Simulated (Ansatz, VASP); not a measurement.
**Two plane-wave programs on MgO**

INCAR

```
ALGO = Normal
EDIFF = 1E-6
ENCUT = 520
GGA = PS
ISIF = 2
ISMEAR = 0
LASPH = True
LCHARG = False
LREAL = False
LWAVE = False
NBANDS = 26
NELM = 100
PREC = Accurate
SIGMA = 0.05
```

Contents of KPOINTS:

```
k-points
0
Gamma
  9 9 4
```

POSCAR

```
MgO
1.0
    3.2553371795      0.0000000000      0.0000000000
   -1.6276685897      2.8192046953      0.0000000000
    0.0000000000      0.0000000000     10.4149514991
Mg O
4 4
Direct
    0.3333333333      0.6666666667      0.9695963559
    0.0000000000      0.0000000000      0.2209473890
    0.0000000000      0.0000000000      0.7209473890
    0.6666666667      0.3333333333      0.4695963559
    0.3333333333      0.6666666667      0.7799156657
   -0.1996720967      0.0000000000      0.5420208246
    0.0000000000      0.0000000000      0.0295387694
    0.6666666667      0.3333333333      0.2799156657
```

Input for Ansatz:

```yaml
crystal:
  lattice:
    - [3.2553371795, 0.0, 0.0]
    - [-1.6276685897, 2.8192046953, 0.0]
    - [0.0, 0.0, 10.4149514991]
  atoms:
    - { symbol: Mg, position: [0.3333333333, 0.6666666667, 0.9695963559] }
    - { symbol: Mg, position: [0.0, 0.0, 0.220947389] }
    - { symbol: Mg, position: [0.0, 0.0, 0.720947389] }
    - { symbol: Mg, position: [0.6666666667, 0.3333333333, 0.4695963559] }
    - { symbol: O, position: [0.3333333333, 0.6666666667, 0.7799156657] }
    - { symbol: O, position: [-0.1996720967, 0.0, 0.5420208246] }
    - { symbol: O, position: [0.0, 0.0, 0.0295387694] }
    - { symbol: O, position: [0.6666666667, 0.3333333333, 0.2799156657] }
basis:
  ecutwfc: 420
kpoints:
  mp_grid: { grid: [9, 9, 4] }
hamiltonian:
  xc: pbesol
  pseudopotentials: { kind: paw, azcp: { folder: soft_1 } }
scf:
  occupations: { method: gaussian, width: 0.05 }
output:
  forces: true
  stress: true
  eigenvalues: true
```

Alike in both runs: task single point; functional PBEsol; k mesh 9 × 9 × 4; occupations gaussian, width 0.05 eV; no spin polarisation.

```csv
,VASP,Ansatz
version,VASP 6.6.1,Ansatz 0.2.0
potentials or method,"VASP PAW PBE potentials, release 64 (Mg, O), cutoff 520 eV","scalar-relativistic, plane waves, PAW"
valence electrons in the cell,32,64
```

|  | VASP | Ansatz | Ansatz less VASP |
| --- | --- | --- | --- |
| gap on the k mesh at the Fermi level (eV) | 2.76 | 2.76 | +0.004 |
| least direct gap on the mesh (eV) | 2.76 | 2.76 | +0.004 |
| pressure (GPa) | 8.1 | 7.8 | -0.27 |
| traceless stress, the component that is largest in VASP (GPa) | -9.96 | -9.49 | +0.476 |
| rms of the force components (eV/Å) | 3.311 | 3.137 | -0.1741 |

VASP's potentials were made for PBE, not for PBEsol, and Ansatz warns of the same on its side. Atom by atom the forces differ by 0.176 eV/Å (rms over components). VASP's potentials hold 32 valence electrons a cell and Ansatz's 64, so a difference there can come from the potentials and not from the codes.
